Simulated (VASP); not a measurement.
# TaSi2: single point with PBE

Crystal: TaSi2.

```
CELL_PARAMETERS angstrom
4.40750 0.00000 0.00000
-2.20375 3.81701 0.00000
0.00000 0.00000 2.64895
ATOMIC_POSITIONS crystal
Ta 0.00000 0.00000 0.00000
Si 0.66667 0.33333 0.50000
Si 0.33333 0.66667 0.50000
```

The cell was generated, and may not be a known phase.

- Program: VASP 6.6.1
- Task: single point
- Functional: PBE
- Potentials or basis: VASP PAW PBE potentials, release 64 (Ta_pv, Si)
- Cutoff: 520 eV
- k mesh: 12 × 12 × 18
- Occupations: gaussian, width 0.1 eV
- Spin: no spin polarisation
- Dipole correction: no
- Further INCAR settings: ALGO = Normal; EDIFF = 1e-07; NBANDS = 16

The pressure is 0.1 GPa. The band gap on the k mesh is zero (an odd number of electrons rules out a gap without spin polarisation).

Levels at points of the mesh, in eV from the Fermi level:
| k point | band 7 | band 8 | band 9 | band 10 | band 11 | band 12 | band 13 | band 14 |
| --- | --- | --- | --- | --- | --- | --- | --- | --- |
| (0.00, 0.00, 0.00) | -5.22 | -3.69 | -0.96 | -0.96 | 3.69 | 3.69 | 4.64 | 4.64 |
| (0.50, 0.00, 0.00) | -5.34 | -2.07 | -1.51 | 2.71 | 3.03 | 3.23 | 3.52 | 5.36 |
| (0.00, 0.00, 0.50) | -3.84 | -1.47 | -1.47 | -1.15 | -1.15 | -0.99 | 0.49 | 6.58 |
| (0.50, 0.00, 0.50) | -5.20 | -5.13 | 0.07 | 0.68 | 0.95 | 1.69 | 2.13 | 2.48 |

It took 2.7 min on 1 thread of Intel Xeon 8259CL, with other jobs on the host, peak memory 0.27 GiB.

Caveat: spin-orbit coupling is left out, which moves the levels of the heavy elements.
